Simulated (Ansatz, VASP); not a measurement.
## Two plane-wave programs on Fe

Contents of INCAR:

```
SYSTEM = Fe
PREC     = Accurate       ! precision mode
ENCUT    = 520            ! plane-wave cutoff, eV
EDIFF    = 1E-8           ! SCF threshold, eV
ISMEAR   = -1             ! smearing method
SIGMA    = 0.05           ! smearing width, eV
LREAL    = .False.        ! projectors in reciprocal space
LASPH    = .True.         ! aspherical terms in the spheres
NELM     = 150            ! most SCF steps
ALGO     = Normal         ! electronic algorithm
ISIF     = 2              ! what is computed and relaxed
LWAVE    = .False.        ! write WAVECAR
LCHARG   = .False.        ! write CHGCAR
ISPIN    = 2              ! spin polarisation
MAGMOM   = 3              ! initial moments
LORBIT   = 11             ! projections on sites
LMAXMIX  = 4              ! l up to which the mixer works
GGA      = PE             ! functional
LEFG     = .True.       
NBANDS   = 14             ! bands
```

Contents of KPOINTS:

```
regular mesh
0
Gamma
  16 16 16
  0 0 0
```

The input POSCAR:

```
Fe
1.0
    0.0000000000      1.9417396906      2.0240583172
    1.4984397099      0.0000000000      2.0240583172
    1.4984397099      1.9417396906      0.0000000000
Fe
1
Direct
    0.0000000000      0.0000000000      0.0000000000
```

Input for Ansatz:

```yaml
crystal:
  lattice:
    - [0.0, 1.9417396906, 2.0240583172]
    - [1.4984397099, 0.0, 2.0240583172]
    - [1.4984397099, 1.9417396906, 0.0]
  atoms:
    - { symbol: Fe, position: [0.0, 0.0, 0.0], spin: 3.0 }
magnetization:
  spin_polarized: true
kpoints:
  mp_grid: { grid: [16, 16, 16] }
scf:
  occupations: { method: fermi_dirac, width: 0.05 }
hamiltonian:
  xc: pbe
  pseudopotentials: { kind: paw }
output:
  forces: true
  stress: true
  eigenvalues: true
  efg: { contact_densities: true }
```

Change from the starting cell: zz strain of +3 %, PAW files.

Alike in both runs: task electric field gradients; functional PBE; k mesh 16 × 16 × 16; occupations fermi-dirac, width 0.05 eV; collinear spin.

|  | VASP | Ansatz |
| --- | --- | --- |
| version | VASP 6.6.1 | Ansatz 0.2.0 |
| potentials or method | VASP PAW PBE potentials, release 64 (Fe) | PAW with Ansatz's default frozen-core files, scalar-relativistic |
| plane-wave cutoff (eV) | 520 | 420 |
| valence electrons in the cell | 8 | 16 |

Ansatz gave:

| Property | Result |
| --- | --- |
| pressure (GPa) | -5.3 |
| traceless stress, the component that is largest in VASP (GPa) | 4.92 |
| net moment per atom (μB) | 2.26 |
| size of the moment on the site where the two differ most (μB) | 2.31 |
| size of Vzz on the site where it differs most (V/Å²) | 5.4 |

Estimate VASP's values.

pressure (GPa): -5.1; traceless stress, the component that is largest in VASP (GPa): 4.64; net moment per atom (μB): 2.29; size of the moment on the site where the two differ most (μB): 2.29; size of Vzz on the site where it differs most (V/Å²): 4.8.

Site moments also hang on the region over which each program counts them. The functional is the same, so the differences come from potentials, cutoffs and numerics. VASP's potentials hold 8 valence electrons a cell and Ansatz's 16, so a difference there can come from the potentials and not from the codes.
